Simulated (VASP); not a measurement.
# TeMo2 (I4_1/amd) in VASP: notebook, part 2 of 2

VASP 6.6.1. Earlier steps stand in the parts before.

## 3. Single point, PBE

This run uses another cell than the first one, of 21.71 Å³/atom.

INCAR reads:

```
PREC = Accurate
ENCUT = 520
EDIFF = 1E-6
ISMEAR = 0
SIGMA = 0.1
LREAL = F
LASPH = T
NELM = 80
ALGO = Fast
ISIF = 2
LWAVE = F
LCHARG = F
GGA = PE
NBANDS = 43
```

KPOINTS reads:

```
Automatic mesh
0
Gamma
  6 6 6
```

POSCAR reads:

```
TeMo2
1.0
   -2.3487785689      2.3487785689      5.9039047040
    2.3487785689     -2.3487785689      5.9039047040
    2.3487785689      2.3487785689     -5.9039047040
Te Mo
2 4
Direct
    0.0000000000      0.0000000000      0.0000000000
    0.7500000000      0.2500000000      0.5000000000
    0.2066000000      0.2066000000      0.0000000000
    0.9566000000      0.4566000000      0.5000000000
    0.5434000000      0.0434000000      0.5000000000
    0.7934000000      0.7934000000      0.0000000000
```

Potentials or basis: VASP PAW PBE potentials, release 64 (Te, Mo_sv).

Launch:

```
$ cat potpaw_PBE.64/Te/POTCAR potpaw_PBE.64/Mo_sv/POTCAR > POTCAR
$ mpirun -np 1 vasp_std > vasp.out
```

OUTCAR:

```text
PREC = Accurate
   ENCUT = 520
   EDIFF = 1E-6
   ISMEAR = 0
   LREAL = F
   LASPH = T
   NELM = 80
   ISIF = 2
   GGA = PE

 ion  position               nearest neighbor table
   1  0.000  0.000  0.000-   5 2.40   4 2.40   5 2.40   4 2.40   3 2.44   6 2.44
   2  0.750  0.250  0.500-   6 2.40   3 2.40   6 2.40   3 2.40   4 2.44   5 2.44
   3  0.207  0.207  0.000-   2 2.40   2 2.40   1 2.44   5 3.04   5 3.04   6 3.48   6 3.48   6 3.48
                             6 3.48
   4  0.957  0.457  0.500-   1 2.40   1 2.40   2 2.44   6 3.04   6 3.04   5 3.48   5 3.48   5 3.48
                             5 3.48
   5  0.543  0.043  0.500-   1 2.40   1 2.40   2 2.44   3 3.04   3 3.04   4 3.48   4 3.48   4 3.48
                             4 3.48
   6  0.793  0.793  0.000-   2 2.40   2 2.40   1 2.44   4 3.04   4 3.04   3 3.48   3 3.48   3 3.48
                             3 3.48

  LATTYP: Found a body centered tetragonal cell.
 ALAT       =     4.6975571378
 C/A-ratio  =     2.5136063408

  Lattice vectors:

 A1 = (  -2.3487785689,   2.3487785689,   5.9039047040)
 A2 = (   2.3487785689,  -2.3487785689,   5.9039047040)
 A3 = (   2.3487785689,   2.3487785689,  -5.9039047040)

Analysis of symmetry for initial positions (statically):
=====================================================================
 Subroutine PRICEL returns:
 Original cell was already a primitive cell.

 Routine SETGRP: Setting up the symmetry group for a
 body centered tetragonal supercell.

 Subroutine GETGRP returns: Found 16 space group operations
 (whereof  8 operations were pure point group operations)
 out of a pool of 16 trial point group operations.

The static configuration has the point symmetry D_2d.
 The point group associated with its full space group is D_4h.

Analysis of symmetry for dynamics (positions and initial velocities):
=====================================================================
 Subroutine PRICEL returns:
 Original cell was already a primitive cell.

 Routine SETGRP: Setting up the symmetry group for a
 body centered tetragonal supercell.

 Subroutine GETGRP returns: Found 16 space group operations
 (whereof  8 operations were pure point group operations)
 out of a pool of 16 trial point group operations.

The dynamic configuration has the point symmetry D_2d.
 The point group associated with its full space group is D_4h.

 Subroutine INISYM returns: Found 16 space group operations
 (whereof  8 operations are pure point group operations),
 and found     1 'primitive' translations

----------------------------------------------------------------------------------------

                                     Primitive cell

  volume of cell :     130.2817

  direct lattice vectors                    reciprocal lattice vectors
    -2.348778569  2.348778569  5.903904704     0.000000000  0.212876602  0.084689714
     2.348778569 -2.348778569  5.903904704     0.212876602  0.000000000  0.084689714
     2.348778569  2.348778569 -5.903904704     0.212876602  0.212876602  0.000000000

  length of vectors
     6.774187205  6.774187205  6.774187205     0.229104333  0.229104333  0.301052977

  position of ions in fractional coordinates (direct lattice)
     0.000000000  0.000000000  0.000000000
     0.750000000  0.250000000  0.500000000
     0.206600000  0.206600000  0.000000000
     0.956600000  0.456600000  0.500000000
[... 44 lines left out ...]
  0.166667  0.166667 -0.000000      8.000000
  0.333333  0.166667  0.000000     16.000000
[... 16 lines left out ...]
 -0.333333 -0.333333  0.166667      8.000000
 -0.166667 -0.333333  0.166667      8.000000
 [... further k-points ...]
   k-points           NKPTS =     30   k-points in BZ     NKDIM =     30   number of bands    NBANDS=     43
   number of dos      NEDOS =    301   number of ions     NIONS =      6
   total plane-waves  NPLWV = 125000
   dimension x,y,z NGX =    50 NGY =   50 NGZ =   50
   dimension x,y,z NGXF=   100 NGYF=  100 NGZF=  100
   ions per type =               2   4
   NGX,Y,Z   is equivalent  to a cutoff of  12.27, 12.27, 12.27 a.u.
   NGXF,Y,Z  is equivalent  to a cutoff of  24.54, 24.54, 24.54 a.u.
 SYSTEM =  unknown system
   PREC   = accura    normal or accurate (medium, high low for compatibility)
   ISTART =      0    job   : 0-new  1-cont  2-samecut
   ICHARG =      2    charge: 1-file 2-atom 10-const
   ISPIN  =      1    spin polarized calculation?
   LNONCOLLINEAR =      F non collinear calculations
   LSORBIT =      F    spin-orbit coupling
   LASPH  =      T    aspherical Exc in radial PAW
   ENCUT  =  520.0 eV  38.22 Ry    6.18 a.u.  12.60 12.60 12.60*2*pi/ulx,y,z
   NELM   =     80;   NELMIN=  2; NELMDL= -5     # of ELM steps
   EDIFF  = 0.1E-05   stopping-criterion for ELM
   LREAL  =      F    real-space projection
   EDIFFG = 0.1E-04   stopping-criterion for IOM
   NSW    =      0    number of steps for IOM
   IBRION =     -1    ionic relax: 0-MD 1-quasi-New 2-CG
   NFREE  =      0    steps in history (QN), initial steepest desc. (CG)
   ISIF   =      2    stress and relaxation
   ISYM   =      2    0-nonsym 1-usesym 2-fastsym
   POTIM  = 0.5000    time-step for ionic-motion
   TEBEG  =    0.0;   TEEND  =   0.0 temperature during run
   PSTRESS=    0.0 pullay stress
   NELECT =      68.0000    total number of electrons
   NUPDOWN=      -1.0000    fix difference up-down
   EMIN   =  10.00;   EMAX   =-10.00  energy-range for DOS
   EFERMI =   0.00;   METHOD = LEGACY
   ISMEAR =     0;   SIGMA  =   0.10  broadening in eV -4-tet -1-fermi 0-gaus
   EFERMI_NEDOS =   21; number of points for ismear=-14 and -15
   IALGO  =     68    algorithm
   IMIX   =      4    mixing-type and parameters
     AMIX     =   0.40;   BMIX     =  1.00
     AMIX_MAG =   1.60;   BMIX_MAG =  1.00
  volume/ion in A,a.u.               =      21.71       146.53
  Fermi-wavevector in a.u.,A,eV,Ry     =   1.318105  2.490857 23.638769  1.737401
  Thomas-Fermi vector in A             =   2.448098
   LORBIT       =      0    0 simple, 1 ext, 2 COOP (PROOUT), +10 PAW based schemes
   GGA     = PE    functional components
   LHFCALC =     F    Hartree Fock is set to
   AEXX    =    0.0000 exact exchange contribution
   IVDW    =     0    specifies the selected vdW correction
   LEPSILON=     F    determine dielectric tensor
   LRPA    =     F    only Hartree local field effects (RPA)
 non-spin polarized calculation
 RMM-DIIS sequential band-by-band and
 Gauss-broadening in eV      SIGMA  =   0.10
  energy-cutoff  :      520.00
  volume of cell :      130.28
 maximum number of plane-waves:      3534
   NGX = 25   NGY = 25   NGZ = 25

 number of electron      67.9999999 magnetization

 Free energy of the ion-electron system (eV)
  ---------------------------------------------------
  ext. energy  EPLUGINS =         0.00000000
  ---------------------------------------------------
  free energy    TOTEN  =       -36.18646127 eV

  energy without entropy =      -36.15450041  energy(sigma->0) =      -36.17048084

 E-fermi :   9.0112     XC(G=0): -11.0402

 val. band max:        8.9789224604   @ k =  -0.1667   0.5000   0.1667
 cond. band min:       9.0156234750   @ k =   0.3333   0.0000   0.0000
 fundamental gap:      0.0367010146
 Fermi energy:         9.0111577898

 k-point     1 :       0.0000    0.0000    0.0000
  band No.  band energies     occupation
      1     -51.7249      2.00000
      2     -51.7027      2.00000
      3     -51.6774      2.00000
      4     -51.6693      2.00000
      5     -26.2060      2.00000
      6     -26.2060      2.00000
[... 1093 lines left out ...]
     42      12.0517      0.00000
     43      13.0508      0.00000

 [... further k-points ...]

------------------------ aborting loop because EDIFF is reached ----------------------------------------

  FORCE on cell =-STRESS in cart. coord.  units (eV):
  Direction    XX          YY          ZZ          XY          YZ          ZX
  --------------------------------------------------------------------------------------
  -------------------------------------------------------------------------------------
  Total       25.5253611     25.5253611     25.8146251      0.0000000      0.0000000      0.0000000
  in kB      313.9055515    313.9055515    317.4628594      0.0000000      0.0000000      0.0000000
  external PRESSURE =     315.0913208 kB  Pullay stress =       0.0000000 kB

 VOLUME and BASIS-vectors are now :
 -----------------------------------------------------------------------------
  energy-cutoff  :      520.00
  volume of cell :      130.28
      direct lattice vectors                 reciprocal lattice vectors
    -2.348778569  2.348778569  5.903904704     0.000000000  0.212876602  0.084689714
     2.348778569 -2.348778569  5.903904704     0.212876602  0.000000000  0.084689714
     2.348778569  2.348778569 -5.903904704     0.212876602  0.212876602  0.000000000

 POSITION                                       TOTAL-FORCE (eV/Angst)
 -----------------------------------------------------------------------------------
      0.00000      0.00000      0.00000        -0.000000     -0.000000      0.000000
      0.00000      2.34878      2.95195        -0.000000     -0.000000     -0.000000
      0.00000      0.00000      2.43949         0.000000     -0.000000      2.008792
      0.00000      2.34878      5.39145        -0.000000      0.000000      2.008792
      0.00000      2.34878      0.51246        -0.000000      0.000000     -2.008792
      0.00000      0.00000      9.36832         0.000000     -0.000000     -2.008792
 -----------------------------------------------------------------------------------
    total drift:                                0.000000     -0.000000      0.000000

  FREE ENERGIE OF THE ION-ELECTRON SYSTEM (eV)
  ---------------------------------------------------
  free  energy   TOTEN  =       -36.1864612736 eV

  energy  without entropy=      -36.1545004103  energy(sigma->0) =      -36.17048084
```

OSZICAR:

```text
N       E                     dE             d eps       ncg     rms          rms(c)
[... 16 lines left out ...]
RMM:  17    -0.361905247141E+02    0.21224E-02   -0.10403E-03  4148   0.136E-01    0.112E+00
RMM:  18    -0.361869105830E+02    0.36141E-02   -0.92278E-03  4862   0.381E-01    0.381E-01
RMM:  19    -0.361865691958E+02    0.34139E-03   -0.13142E-03  4175   0.116E-01    0.177E-01
RMM:  20    -0.361865353180E+02    0.33878E-04   -0.96351E-05  3549   0.306E-02    0.136E-01
RMM:  21    -0.361864837623E+02    0.51556E-04   -0.93063E-05  3350   0.377E-02    0.728E-02
RMM:  22    -0.361864614632E+02    0.22299E-04   -0.98743E-05  3479   0.369E-02    0.143E-02
RMM:  23    -0.361864610026E+02    0.46058E-06   -0.22199E-05  3048   0.167E-02    0.113E-02
RMM:  24    -0.361864612736E+02   -0.27098E-06   -0.24964E-06  2013   0.668E-03
   1 F= -.36186461E+02 E0= -.36170481E+02  d E =-.319609E-01
```

Run time: 7.9 min. Hardware: 1 thread of Intel Xeon Platinum 8488C (Sapphire Rapids), shared host; peak memory 0.41 GiB.

What came out:

```yaml
Free_energy: -36.1865 eV
Pressure: 31.5 GPa
Largest_force: 2.009 eV/Å
Band_gap_on_the_k_mesh: zero (bands 34 and 35 overlap by 0.27 eV)
```

Forces in eV/Å, atoms in the order of the input:
```
Te   0.000  0.000  0.000
Te   0.000  0.000  0.000
Mo   0.000  0.000  2.009
Mo   0.000  0.000  2.009
Mo   0.000  0.000 -2.009
Mo   0.000  0.000 -2.009
```

Stress tensor (GPa, compression positive):
```
31.39  0.00  0.00
 0.00 31.39  0.00
 0.00  0.00 31.75
```

Caveat: the cell stands under pressure; spin-orbit coupling is left out, which moves the levels of the heavy elements; forces of over 1 eV/Å act on the atoms, so gaps and moduli don't describe the material at rest.

## 4. Single point, PBE

INCAR reads:

```
ALGO     = Fast           # electronic algorithm
EDIFF    = 1E-6           # SCF threshold, eV
ENCUT    = 520            # plane-wave cutoff, eV
GGA      = PE             # functional
ISIF     = 2              # what is computed and relaxed
ISMEAR   = 0              # smearing method
LASPH    = True           # aspherical terms in the spheres
LCHARG   = False          # write CHGCAR
LREAL    = False          # projectors in reciprocal space
LWAVE    = False          # write WAVECAR
NBANDS   = 43             # bands
NELM     = 60             # most SCF steps
PREC     = Accurate       # precision mode
SIGMA    = 0.1            # smearing width, eV
```

KPOINTS reads:

```
k-points
0
Gamma
  10 10 10
```

POSCAR reads:

```
TeMo2
1.0
   -2.6095116556      2.6095116556      4.3872723714
    2.6095116556     -2.6095116556      4.3872723714
    2.6095116556      2.6095116556     -4.3872723714
Te Mo
2 4
Direct
    0.0000000000      0.0000000000      0.0000000000
    0.7500000000      0.2500000000      0.5000000000
    0.3619338280      0.3619338280      0.0000000000
    0.1119338280      0.6119338280      0.5000000000
    0.3880661720      0.8880661720      0.5000000000
    0.6380661720      0.6380661720      0.0000000000
```

Potentials or basis: VASP PAW PBE potentials, release 64 (Te, Mo_sv).

Launch:

```
$ cat potpaw_PBE.64/Te/POTCAR potpaw_PBE.64/Mo_sv/POTCAR > POTCAR
$ mpirun -np 1 vasp_std > vasp.out
```

OUTCAR:

```text
EDIFF = 1E-6
   ENCUT = 520
   GGA = PE
   ISIF = 2
   ISMEAR = 0
   LASPH = True
   LREAL = False
   NELM = 60
   PREC = Accurate

 ion  position               nearest neighbor table
   1  0.000  0.000  0.000-   4 2.79   5 2.79   4 2.79   5 2.79   3 3.18   6 3.18   2 3.41   2 3.41
                             2 3.41   2 3.41
   2  0.750  0.250  0.500-   3 2.79   6 2.79   3 2.79   6 2.79   5 3.18   4 3.18   1 3.41   1 3.41
                             1 3.41   1 3.41
   3  0.362  0.362  0.000-   6 2.42   5 2.62   5 2.62   2 2.79   2 2.79   1 3.18   4 3.41   4 3.41
                             4 3.41   4 3.41
   4  0.112  0.612  0.500-   5 2.42   6 2.62   6 2.62   1 2.79   1 2.79   2 3.18   3 3.41   3 3.41
                             3 3.41   3 3.41
   5  0.388  0.888  0.500-   4 2.42   3 2.62   3 2.62   1 2.79   1 2.79   2 3.18   6 3.41   6 3.41
                             6 3.41   6 3.41
   6  0.638  0.638  0.000-   3 2.42   4 2.62   4 2.62   2 2.79   2 2.79   1 3.18   5 3.41   5 3.41
                             5 3.41   5 3.41

  LATTYP: Found a body centered tetragonal cell.
 ALAT       =     5.2190233112
 C/A-ratio  =     1.6812618415

  Lattice vectors:
[... 194 lines left out ...]
 cond. band min:      10.5131622897   @ k =   0.5000   0.3000   0.1000
 fundamental gap:      0.0128285143
 Fermi energy:        10.5049998142

 k-point     1 :       0.0000    0.0000    0.0000
  band No.  band energies     occupation
      1     -50.4932      2.00000
      2     -50.3047      2.00000
      3     -50.2825      2.00000
      4     -50.1200      2.00000
      5     -25.1716      2.00000
      6     -25.0640      2.00000
[... 1093 lines left out ...]
     42      12.6803      0.00000
     43      12.9382      0.00000

 [... further k-points ...]

------------------------ aborting loop because EDIFF is reached ----------------------------------------

  FORCE on cell =-STRESS in cart. coord.  units (eV):
  Direction    XX          YY          ZZ          XY          YZ          ZX
  --------------------------------------------------------------------------------------
  -------------------------------------------------------------------------------------
  Total        0.0961462      0.0961462      0.2870027      0.0000000     -0.0000000      0.0000000
  in kB        1.2890502      1.2890502      3.8478976      0.0000000     -0.0000000      0.0000000
  external PRESSURE =       2.1419993 kB  Pullay stress =       0.0000000 kB

 VOLUME and BASIS-vectors are now :
 -----------------------------------------------------------------------------
  energy-cutoff  :      520.00
  volume of cell :      119.50
      direct lattice vectors                 reciprocal lattice vectors
    -2.609511656  2.609511656  4.387272371     0.000000000  0.191606732  0.113966027
     2.609511656 -2.609511656  4.387272371     0.191606732  0.000000000  0.113966027
     2.609511656  2.609511656 -4.387272371     0.191606732  0.191606732  0.000000000

 POSITION                                       TOTAL-FORCE (eV/Angst)
 -----------------------------------------------------------------------------------
      0.00000      0.00000      0.00000        -0.000000     -0.000000      0.000000
      0.00000      2.60951      2.19364        -0.000000     -0.000000      0.000000
      0.00000      0.00000      3.17580         0.000000      0.000000     -0.052706
      2.60951      0.00000      0.98217         0.000000      0.000000     -0.052706
      2.60951     -0.00000      3.40510        -0.000000     -0.000000      0.052706
      0.00000      0.00000      5.59874         0.000000      0.000000      0.052706
 -----------------------------------------------------------------------------------
    total drift:                                0.000000      0.000000     -0.000000

  FREE ENERGIE OF THE ION-ELECTRON SYSTEM (eV)
  ---------------------------------------------------
  free  energy   TOTEN  =       -46.8611816461 eV

  energy  without entropy=      -46.8432688499  energy(sigma->0) =      -46.85222525
```

It took 14 min on 1 thread of Intel Xeon Platinum 8488C (Sapphire Rapids), shared host; peak memory 0.6 GiB.

What came out:

* Free energy: -46.8612 eV
* Pressure: 0.2 GPa
* Largest force: 0.053 eV/Å
* Band gap on the k mesh: zero (bands 34 and 35 overlap by 0.98 eV)

Forces in eV/Å, atoms in the order of the input:
```
Te   0.000  0.000  0.000
Te   0.000  0.000  0.000
Mo   0.000  0.000 -0.053
Mo   0.000  0.000 -0.053
Mo   0.000  0.000  0.053
Mo   0.000  0.000  0.053
```

Stress tensor (GPa, compression positive):
```
0.13 0.00 0.00
0.00 0.13 0.00
0.00 0.00 0.38
```

Levels at points of the mesh, in eV from the Fermi level:
| k point | band 32 | band 33 | band 34 | band 35 | band 36 | band 37 |
| --- | --- | --- | --- | --- | --- | --- |
| (0.00, 0.00, 0.00) | -1.18 | 0.50 | 0.50 | 0.74 | 1.39 | 1.98 |
| (0.50, 0.00, 0.00) | -0.96 | -0.41 | -0.25 | 0.26 | 0.70 | 0.95 |
| (0.50, 0.50, 0.00) | -0.91 | -0.45 | -0.45 | 0.02 | 0.02 | 0.48 |
| (0.50, 0.50, 0.50) | -1.16 | -0.43 | -0.43 | 1.33 | 1.33 | 1.95 |

Caveat: spin-orbit coupling is left out, which moves the levels of the heavy elements.

## 5. The runs side by side

| cell | k mesh | further INCAR settings | gap on the mesh (eV) | pressure (GPa) | largest force (eV/Å) |
| --- | --- | --- | --- | --- | --- |
| a = 5.743 Å, angles 126.1, 126.1, 79.7°, 6 atoms, atomic positions A | 6 × 6 × 6 | ALGO = Fast; EDIFF = 1e-07; NBANDS = 43 | none | 0.3 | 0.04 |
| a = 6.774 Å, angles 139.4, 139.4, 58.7°, 6 atoms, atomic positions B | 6 × 6 × 6 | ALGO = Fast; EDIFF = 1e-06; NBANDS = 43 | none | 31.5 | 2.01 |
| a = 5.733 Å, angles 125.8, 125.8, 80.1°, 6 atoms, atomic positions C | 10 × 10 × 10 | ALGO = Fast; EDIFF = 1e-06; NBANDS = 43 | none | 0.2 | 0.05 |

Alike in all rows: task single point; level PBE; potentials or basis VASP PAW PBE potentials, release 64 (Te, Mo_sv); no spin polarisation; cutoff (eV) 520; smearing gaussian 0.1 eV.

Caveats: spin-orbit coupling is left out, which moves the levels of the heavy elements; the cell stands under pressure (at least some runs); forces of over 1 eV/Å act on the atoms, so gaps and moduli don't describe the material at rest (at least some runs).

Total energies depend on the potentials used, so only differences within one code and one set of settings carry meaning.

The gap in the log of VASP goes by the Fermi energy; the results here count the filled bands.